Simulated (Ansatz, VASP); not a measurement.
One calculation of B, two programs

```
B
1.0
     0.00000    2.07885    2.07885
     2.07885    0.00000    2.07885
     2.07885    2.07885    0.00000
B
2
Direct
  0.12500 0.12500 0.12500
  0.87500 0.87500 0.87500
```

Alike in both runs: task single point; functional PBE; k mesh 22 × 22 × 22; occupations fermi-dirac, width 0.1 eV; no spin polarisation.

|  | VASP | Ansatz |
| --- | --- | --- |
| version | VASP 6.6.1 | Ansatz 0.2.0 |
| potentials or method | VASP PAW PBE potentials, release 64 (B), cutoff 520 eV | plane waves (420 eV) with PAW, scalar-relativistic |
| valence electrons in the cell | 6 | 6 |

```tsv
	VASP	Ansatz	Ansatz less VASP
pressure (GPa)	-11.9	-11.9	+0.02
```

The functional is the same, so the differences come from potentials, cutoffs and numerics.
